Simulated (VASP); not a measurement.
# KCl (F-43m) in VASP: notebook

KCl is run at these levels: PBE; tasks: single point.

All numbers are computed with VASP 6.6.1; they aren't measurements. Logs are shortened: lines on timing, memory, paths and dates and some standing lists are left out, and cuts for length are marked.

### Step 1. The cell of the first run

It takes space group F-43m (No. 216, cubic). The conventional cell has a = 6.772 Å, b = 6.772 Å, c = 6.772 Å, α = 90.00°, β = 90.00°, γ = 90.00°. K (site symmetry -43m) has 4 Cl at 2.93 Å within 3.9 Å. Cl (site symmetry -43m) has 4 K at 2.93 Å within 3.9 Å.

### Step 2. Single point, PBE (38.83 Å³/atom)

INCAR reads:

```
SYSTEM = KCl
PREC = Accurate
ENCUT = 500
EDIFF = 1E-6
ISMEAR = 0
SIGMA = 0.01
LREAL = .False.
LASPH = .True.
NELM = 120
ALGO = Normal
ISIF = 2
LWAVE = .False.
LCHARG = .False.
GGA = PE
NBANDS = 15
GGA_COMPAT = .False.
```

KPOINTS reads:

```
Automatic mesh
0
Gamma
  4 4 4
  0 0 0
```

POSCAR reads:

```
KCl
1.0
    0.0000000000      3.3862443644      3.3862443644
    3.3862443644      0.0000000000      3.3862443644
    3.3862443644      3.3862443644      0.0000000000
K Cl
1 1
Direct
    0.0000000000      0.0000000000      0.0000000000
    0.2500000000      0.2500000000      0.2500000000
```

Potentials or basis: VASP PAW PBE potentials, release 64 (K_sv, Cl).

On the command line:

```bash
cat potpaw_PBE.64/K_sv/POTCAR potpaw_PBE.64/Cl/POTCAR > POTCAR
mpirun -np 1 vasp_std > vasp.out
```

OUTCAR:

```text
SYSTEM = KCl
   PREC = Accurate
   ENCUT = 500
   EDIFF = 1E-6
   ISMEAR = 0
   LREAL = .False.
   LASPH = .True.
   NELM = 120
   ISIF = 2
   GGA = PE

 ion  position               nearest neighbor table
   1  0.000  0.000  0.000-   2 2.93   2 2.93   2 2.93   2 2.93
   2  0.250  0.250  0.250-   1 2.93   1 2.93   1 2.93   1 2.93

  LATTYP: Found a face centered cubic cell.
 ALAT       =     6.7724887288

  Lattice vectors:

 A1 = (   0.0000000000,   3.3862443644,   3.3862443644)
 A2 = (   3.3862443644,   0.0000000000,   3.3862443644)
 A3 = (   3.3862443644,   3.3862443644,   0.0000000000)

Analysis of symmetry for initial positions (statically):
=====================================================================
 Subroutine PRICEL returns:
 Original cell was already a primitive cell.

 Routine SETGRP: Setting up the symmetry group for a
 face centered cubic supercell.

 Subroutine GETGRP returns: Found 24 space group operations
 (whereof 24 operations were pure point group operations)
 out of a pool of 48 trial point group operations.

The static configuration has the point symmetry T_d .

Analysis of symmetry for dynamics (positions and initial velocities):
=====================================================================
 Subroutine PRICEL returns:
 Original cell was already a primitive cell.

 Routine SETGRP: Setting up the symmetry group for a
 face centered cubic supercell.

 Subroutine GETGRP returns: Found 24 space group operations
 (whereof 24 operations were pure point group operations)
 out of a pool of 48 trial point group operations.

The dynamic configuration has the point symmetry T_d .

 Subroutine INISYM returns: Found 24 space group operations
 (whereof 24 operations are pure point group operations),
 and found     1 'primitive' translations

----------------------------------------------------------------------------------------

                                     Primitive cell

  volume of cell :      77.6578

  direct lattice vectors                    reciprocal lattice vectors
     0.000000000  3.386244364  3.386244364    -0.147656207  0.147656207  0.147656207
     3.386244364  0.000000000  3.386244364     0.147656207 -0.147656207  0.147656207
     3.386244364  3.386244364  0.000000000     0.147656207  0.147656207 -0.147656207

  length of vectors
     4.788872706  4.788872706  4.788872706     0.255748053  0.255748053  0.255748053

  position of ions in fractional coordinates (direct lattice)
     0.000000000  0.000000000  0.000000000
     0.250000000  0.250000000  0.250000000

  ion indices of the primitive-cell ions
   primitive index   ion index
                 1           1
                 2           2

----------------------------------------------------------------------------------------

 KPOINTS: Automatic mesh

Automatic generation of k-mesh.
 Grid dimensions read from file:
 generate k-points for:    4    4    4

 Generating k-lattice:

  Cartesian coordinates                     Fractional coordinates (reciprocal lattice)
    -0.036914052  0.036914052  0.036914052     0.250000000  0.000000000  0.000000000
     0.036914052 -0.036914052  0.036914052     0.000000000  0.250000000  0.000000000
     0.036914052  0.036914052 -0.036914052     0.000000000  0.000000000  0.250000000

  Length of vectors
     0.063937013  0.063937013  0.063937013

  Shift w.r.t. Gamma in fractional coordinates (k-lattice)
     0.000000000  0.000000000  0.000000000

 Subroutine IBZKPT returns following result:
 ===========================================

 Found      8 irreducible k-points:

 Following reciprocal coordinates:
            Coordinates               Weight
  0.000000  0.000000  0.000000      1.000000
  0.250000  0.000000  0.000000      8.000000
  0.500000  0.000000  0.000000      4.000000
  0.250000  0.250000  0.000000      6.000000
  0.500000  0.250000  0.000000     24.000000
 -0.250000  0.250000  0.000000     12.000000
  0.500000  0.500000  0.000000      3.000000
 -0.250000  0.500000  0.250000      6.000000
   k-points           NKPTS =      8   k-points in BZ     NKDIM =      8   number of bands    NBANDS=     15
   number of dos      NEDOS =    301   number of ions     NIONS =      2
   total plane-waves  NPLWV =  46656
   dimension x,y,z NGX =    36 NGY =   36 NGZ =   36
   dimension x,y,z NGXF=    72 NGYF=   72 NGZF=   72
   ions per type =               1   1
   NGX,Y,Z   is equivalent  to a cutoff of  12.50, 12.50, 12.50 a.u.
   NGXF,Y,Z  is equivalent  to a cutoff of  24.99, 24.99, 24.99 a.u.
 SYSTEM =  KCl
   PREC   = accura    normal or accurate (medium, high low for compatibility)
   ISTART =      0    job   : 0-new  1-cont  2-samecut
   ICHARG =      2    charge: 1-file 2-atom 10-const
   ISPIN  =      1    spin polarized calculation?
   LNONCOLLINEAR =      F non collinear calculations
   LSORBIT =      F    spin-orbit coupling
   LASPH  =      T    aspherical Exc in radial PAW
   ENCUT  =  500.0 eV  36.75 Ry    6.06 a.u.   8.73  8.73  8.73*2*pi/ulx,y,z
   NELM   =    120;   NELMIN=  2; NELMDL= -5     # of ELM steps
   EDIFF  = 0.1E-05   stopping-criterion for ELM
   LREAL  =      F    real-space projection
   EDIFFG = 0.1E-04   stopping-criterion for IOM
   NSW    =      0    number of steps for IOM
   IBRION =     -1    ionic relax: 0-MD 1-quasi-New 2-CG
   NFREE  =      0    steps in history (QN), initial steepest desc. (CG)
   ISIF   =      2    stress and relaxation
   ISYM   =      2    0-nonsym 1-usesym 2-fastsym
   POTIM  = 0.5000    time-step for ionic-motion
   TEBEG  =    0.0;   TEEND  =   0.0 temperature during run
   PSTRESS=    0.0 pullay stress
   NELECT =      16.0000    total number of electrons
   NUPDOWN=      -1.0000    fix difference up-down
   EMIN   =  10.00;   EMAX   =-10.00  energy-range for DOS
   EFERMI =   0.00;   METHOD = LEGACY
   ISMEAR =     0;   SIGMA  =   0.01  broadening in eV -4-tet -1-fermi 0-gaus
   EFERMI_NEDOS =   21; number of points for ismear=-14 and -15
   IALGO  =     38    algorithm
   IMIX   =      4    mixing-type and parameters
     AMIX     =   0.40;   BMIX     =  1.00
     AMIX_MAG =   1.60;   BMIX_MAG =  1.00
  volume/ion in A,a.u.               =      38.83       262.03
  Fermi-wavevector in a.u.,A,eV,Ry     =   0.966911  1.827197 12.720318  0.934917
  Thomas-Fermi vector in A             =   2.096752
   LORBIT       =      0    0 simple, 1 ext, 2 COOP (PROOUT), +10 PAW based schemes
   GGA     = PE    functional components
   LHFCALC =     F    Hartree Fock is set to
   AEXX    =    0.0000 exact exchange contribution
   IVDW    =     0    specifies the selected vdW correction
   LEPSILON=     F    determine dielectric tensor
   LRPA    =     F    only Hartree local field effects (RPA)
 non-spin polarized calculation
 Gauss-broadening in eV      SIGMA  =   0.01
  energy-cutoff  :      500.00
  volume of cell :       77.66
 maximum number of plane-waves:      1996
 NGX is ok and might be reduce to    36
   NGX = 17   NGY = 17   NGZ = 17

 number of electron      15.9999999 magnetization

 Free energy of the ion-electron system (eV)
  ---------------------------------------------------
  ext. energy  EPLUGINS =         0.00000000
  ---------------------------------------------------
  free energy    TOTEN  =        -6.55963329 eV

  energy without entropy =       -6.55963329  energy(sigma->0) =       -6.55963329

 E-fermi :  -2.8083     XC(G=0):  -6.4780

 val. band max:       -2.9233793300   @ k =   0.5000   0.5000   0.0000
 cond. band min:       2.0604725513   @ k =   0.0000   0.0000   0.0000
 fundamental gap:      4.9838518813
 Fermi energy:        -2.8083191201

 k-point     1 :       0.0000    0.0000    0.0000
  band No.  band energies     occupation
      1     -29.8876      2.00000
      2     -14.7371      2.00000
      3     -13.3996      2.00000
      4     -13.3996      2.00000
      5     -13.3996      2.00000
      6      -3.0063      2.00000
      7      -3.0063      2.00000
      8      -3.0063      2.00000
      9       2.0605      0.00000
     10       6.6254      0.00000
     11       6.6254      0.00000
     12       7.8018      0.00000
     13       7.8018      0.00000
     14       7.8018      0.00000
     15       9.0614      0.00000

 k-point     2 :       0.2500    0.0000    0.0000
  band No.  band energies     occupation
      1     -29.8850      2.00000
      2     -14.8585      2.00000
      3     -13.4078      2.00000
      4     -13.4078      2.00000
      5     -13.2665      2.00000
      6      -3.1997      2.00000
      7      -2.9808      2.00000
      8      -2.9808      2.00000
      9       3.0261      0.00000
     10       6.2262      0.00000
     11       6.2262      0.00000
     12       6.8955      0.00000
     13       7.8467      0.00000
     14       8.2763      0.00000
     15       8.2763      0.00000

 k-point     3 :       0.5000    0.0000    0.0000
  band No.  band energies     occupation
      1     -29.8823      2.00000
      2     -14.9607      2.00000
      3     -13.4160      2.00000
      4     -13.4160      2.00000
      5     -13.1546      2.00000
      6      -3.3307      2.00000
      7      -2.9570      2.00000
      8      -2.9570      2.00000
      9       4.6164      0.00000
     10       4.8760      0.00000
     11       6.2385      0.00000
     12       6.2385      0.00000
     13       7.7782      0.00000
     14       7.7782      0.00000
     15       8.6795      0.00000

 k-point     4 :       0.2500    0.2500    0.0000
  band No.  band energies     occupation
      1     -29.8841      2.00000
      2     -14.8931      2.00000
      3     -13.4198      2.00000
      4     -13.4198      2.00000
      5     -13.2091      2.00000
      6      -3.2614      2.00000
      7      -2.9668      2.00000
      8      -2.9668      2.00000
      9       3.3080      0.00000
     10       5.1393      0.00000
     11       7.1966      0.00000
     12       7.3119      0.00000
     13       8.0960      0.00000
     14       8.0960      0.00000
     15       8.9407      0.00000

 k-point     5 :       0.5000    0.2500    0.0000
  band No.  band energies     occupation
      1     -29.8814      2.00000
      2     -14.9876      2.00000
      3     -13.4465      2.00000
      4     -13.4280      2.00000
      5     -13.0861      2.00000
      6      -3.3016      2.00000
      7      -3.0269      2.00000
      8      -2.9403      2.00000
      9       4.1578      0.00000
     10       4.9657      0.00000
     11       6.5779      0.00000
     12       6.7960      0.00000
     13       8.0522      0.00000
     14       8.3461      0.00000
     15       8.6872      0.00000

 k-point     6 :      -0.2500    0.2500    0.0000
  band No.  band energies     occupation
      1     -29.8823      2.00000
      2     -14.9574      2.00000
      3     -13.4466      2.00000
      4     -13.4161      2.00000
      5     -13.1264      2.00000
      6      -3.2314      2.00000
      7      -3.0667      2.00000
      8      -2.9535      2.00000
      9       3.9937      0.00000
     10       5.5128      0.00000
     11       5.9955      0.00000
     12       6.4736      0.00000
     13       8.2180      0.00000
     14       8.4474      0.00000
     15       8.6266      0.00000

 k-point     7 :       0.5000    0.5000    0.0000
  band No.  band energies     occupation
      1     -29.8805      2.00000
      2     -15.0176      2.00000
      3     -13.4400      2.00000
      4     -13.4400      2.00000
      5     -13.0516      2.00000
      6      -3.4288      2.00000
      7      -2.9234      2.00000
      8      -2.9234      2.00000
      9       3.8671      0.00000
     10       4.9291      0.00000
     11       7.6821      0.00000
     12       7.6821      0.00000
     13       7.6881      0.00000
     14       8.1419      0.00000
     15       8.1982      0.00000

 k-point     8 :      -0.2500    0.5000    0.2500
  band No.  band energies     occupation
      1     -29.8805      2.00000
      2     -15.0146      2.00000
      3     -13.4570      2.00000
      4     -13.4407      2.00000
      5     -13.0379      2.00000
      6      -3.2162      2.00000
      7      -3.1430      2.00000
      8      -2.9277      2.00000
      9       4.0615      0.00000
     10       4.9113      0.00000
     11       7.3122      0.00000
     12       7.3835      0.00000
     13       7.5962      0.00000
     14       8.0762      0.00000
     15       8.6479      0.00000

------------------------ aborting loop because EDIFF is reached ----------------------------------------

  FORCE on cell =-STRESS in cart. coord.  units (eV):
  Direction    XX          YY          ZZ          XY          YZ          ZX
  --------------------------------------------------------------------------------------
  -------------------------------------------------------------------------------------
  Total        0.9525893      0.9525893      0.9525893      0.0000000      0.0000000      0.0000000
  in kB       19.6531151     19.6531151     19.6531151      0.0000000      0.0000000      0.0000000
  external PRESSURE =      19.6531151 kB  Pullay stress =       0.0000000 kB

 VOLUME and BASIS-vectors are now :
 -----------------------------------------------------------------------------
  energy-cutoff  :      500.00
  volume of cell :       77.66
      direct lattice vectors                 reciprocal lattice vectors
     0.000000000  3.386244364  3.386244364    -0.147656207  0.147656207  0.147656207
     3.386244364  0.000000000  3.386244364     0.147656207 -0.147656207  0.147656207
     3.386244364  3.386244364  0.000000000     0.147656207  0.147656207 -0.147656207

 POSITION                                       TOTAL-FORCE (eV/Angst)
 -----------------------------------------------------------------------------------
      0.00000      0.00000      0.00000        -0.000000     -0.000000     -0.000000
      1.69312      1.69312      1.69312         0.000000      0.000000      0.000000
 -----------------------------------------------------------------------------------
    total drift:                               -0.000000     -0.000000     -0.000000

  FREE ENERGIE OF THE ION-ELECTRON SYSTEM (eV)
  ---------------------------------------------------
  free  energy   TOTEN  =        -6.5596332916 eV

  energy  without entropy=       -6.5596332916  energy(sigma->0) =       -6.55963329
```

Run time: 20 s. Hardware: 1 thread of Intel Xeon 8259CL, shared host; peak memory 0.2 GiB.

Results:

* Free energy: -6.5596 eV
* Pressure: 2.0 GPa
* Band gap on the k mesh: 4.98 eV (least direct gap 5.07 eV)

### Step 3. Single point, PBE (40.99 Å³/atom)

This run uses another cell than the first one, of 40.99 Å³/atom.

INCAR reads:

```
PREC     = Accurate       # precision mode
ENCUT    = 500            # plane-wave cutoff, eV
EDIFF    = 1E-6           # SCF threshold, eV
ISMEAR   = 0              # smearing method
SIGMA    = 0.01           # smearing width, eV
LREAL    = False          # projectors in reciprocal space
LASPH    = True           # aspherical terms in the spheres
NELM     = 120            # most SCF steps
ALGO     = Normal         # electronic algorithm
ISIF     = 2              # what is computed and relaxed
LWAVE    = False          # write WAVECAR
LCHARG   = False          # write CHGCAR
GGA      = PE             # functional
NBANDS   = 15             # bands
GGA_COMPAT= False
```

KPOINTS reads:

```
regular mesh
0
Gamma
  4 4 4
```

POSCAR reads:

```
KCl
1.0
    0.0000000000      3.4478258958      3.4478258958
    3.4478258958      0.0000000000      3.4478258958
    3.4478258958      3.4478258958      0.0000000000
K Cl
1 1
Direct
    0.0000000000      0.0000000000      0.0000000000
    0.2500000000      0.2500000000      0.2500000000
```

Potentials or basis: VASP PAW PBE potentials, release 64 (K_sv, Cl).

On the command line:

```bash
cat potpaw_PBE.64/K_sv/POTCAR potpaw_PBE.64/Cl/POTCAR > POTCAR
mpirun -np 1 vasp_std > vasp.out
```

Run time: 20 s. Hardware: 1 thread of Intel Xeon 8259CL, shared host; peak memory 0.2 GiB.

It converged, with:

```yaml
Free_energy: -6.6003 eV
Pressure: 1.0 GPa
Band_gap_on_the_k_mesh: 4.88 eV (least direct gap 4.93 eV)
```

Levels at points of the mesh, in eV from the valence-band top:
```tsv
k point	band 6	band 7	band 8	band 9	band 10	band 11
(0.00, 0.00, 0.00)	-0.06	-0.06	-0.06	4.88	9.46	9.46
(0.50, 0.00, 0.00)	-0.37	-0.02	-0.02	7.41	7.60	9.06
(0.50, 0.50, 0.00)	-0.45	0.00	0.00	6.74	7.77	10.22
```

A k mesh can miss the band edges.

### Step 4. Single point, PBE (45.30 Å³/atom)

This run uses another cell than the first one, of 45.30 Å³/atom.

INCAR reads:

```
  PREC = Accurate
  ENCUT = 500
  EDIFF = 1E-6
  ISMEAR = 0
  SIGMA = 0.01
  LREAL = F
  LASPH = T
  NELM = 120
  ALGO = Normal
  ISIF = 2
  LWAVE = F
  LCHARG = F
  GGA = PE
  NBANDS = 15
  GGA_COMPAT = F
```

KPOINTS reads:

```
Automatic mesh
0
Gamma
  4 4 4
```

POSCAR reads:

```
KCl
1.0
    0.0000000000      3.5647895152      3.5647895152
    3.5647895152      0.0000000000      3.5647895152
    3.5647895152      3.5647895152      0.0000000000
K Cl
1 1
Direct
    0.0000000000      0.0000000000      0.0000000000
    0.2500000000      0.2500000000      0.2500000000
```

On the command line:

```bash
cat potpaw_PBE.64/K_sv/POTCAR potpaw_PBE.64/Cl/POTCAR > POTCAR
mpirun -np 1 vasp_std > vasp.out
```

Run time: 23 s. Hardware: 1 thread of Intel Xeon 8259CL, shared host; peak memory 0.23 GiB.

Results (log left out):

| Property | Result |
| --- | --- |
| Free energy | -6.6195 eV |
| Pressure | -0.3 GPa |
| Band gap on the k mesh | 4.68 eV (least direct gap 4.70 eV) |

Levels at points of the mesh, in eV from the valence-band top:
```tsv
k point	band 5	band 6	band 7	band 8	band 9	band 10	band 11	band 12
(0.00, 0.00, 0.00)	-10.87	-0.02	-0.02	-0.02	4.68	9.27	9.27	10.19
(0.50, 0.00, 0.00)	-10.68	-0.31	0.00	0.00	7.15	7.23	8.85	8.85
(0.50, 0.50, 0.00)	-10.61	-0.36	0.00	0.00	6.62	7.61	9.54	10.13
```

### Step 5. Single point, PBE (47.46 Å³/atom)

This run uses another cell than the first one, of 47.46 Å³/atom.

INCAR reads:

```
PREC     = Accurate       # precision mode
ENCUT    = 500            # plane-wave cutoff, eV
EDIFF    = 1E-6           # SCF threshold, eV
ISMEAR   = 0              # smearing method
SIGMA    = 0.01           # smearing width, eV
LREAL    = F              # projectors in reciprocal space
LASPH    = T              # aspherical terms in the spheres
NELM     = 120            # most SCF steps
ALGO     = Normal         # electronic algorithm
ISIF     = 2              # what is computed and relaxed
LWAVE    = F              # write WAVECAR
LCHARG   = T              # write CHGCAR
GGA      = PE             # functional
LELF     = T              # ELF
LVHAR    = T            
NBANDS   = 15             # bands
GGA_COMPAT= F
```

KPOINTS is that of step 4.

POSCAR reads:

```
KCl
1.0
    0.0000000000      3.6204983496      3.6204983496
    3.6204983496      0.0000000000      3.6204983496
    3.6204983496      3.6204983496      0.0000000000
K Cl
1 1
Direct
    0.0000000000      0.0000000000      0.0000000000
    0.2500000000      0.2500000000      0.2500000000
```

On the command line:

```bash
cat potpaw_PBE.64/K_sv/POTCAR potpaw_PBE.64/Cl/POTCAR > POTCAR
mpirun -np 1 vasp_std > vasp.out
```

Run time: 28 s. Hardware: 1 thread of Intel Xeon 8259CL, shared host; peak memory 0.23 GiB.

The run converged. Its results:

```
Free energy            : -6.6076 eV
Pressure               : -0.7 GPa
Band gap on the k mesh : 4.58 eV (least direct gap 4.60 eV)
```

Levels at points of the mesh, in eV from the valence-band top:
| k point | band 4 | band 5 | band 6 | band 7 | band 8 | band 9 | band 10 | band 11 | band 12 | band 13 |
| --- | --- | --- | --- | --- | --- | --- | --- | --- | --- | --- |
| (0.00, 0.00, 0.00) | -11.01 | -11.01 | -0.02 | -0.02 | -0.02 | 4.58 | 9.17 | 9.17 | 10.01 | 10.01 |
| (0.50, 0.00, 0.00) | -11.02 | -10.83 | -0.30 | 0.00 | 0.00 | 7.01 | 7.06 | 8.74 | 8.74 | 10.11 |
| (0.50, 0.50, 0.00) | -11.03 | -10.77 | -0.34 | -0.01 | -0.01 | 6.55 | 7.51 | 9.23 | 9.91 | 9.96 |

A k mesh can miss the band edges.

### Step 6. The runs side by side

```csv
cell,gap on the mesh (eV),pressure (GPa)
"a = 4.789 Å, angles 60.0°, 2 atoms",4.98,2.0
"a = 4.876 Å, angles 60.0°, 2 atoms",4.88,1.0
"a = 5.041 Å, angles 60.0°, 2 atoms",4.68,-0.3
"a = 5.120 Å, angles 60.0°, 2 atoms",4.58,-0.7
```

Alike in all rows: task single point; level PBE; potentials or basis VASP PAW PBE potentials, release 64 (K_sv, Cl); no spin polarisation; k mesh 4 × 4 × 4; cutoff (eV) 500; smearing gaussian 0.01 eV.

Total energies depend on the potentials used, so only differences within one code and one set of settings carry meaning.
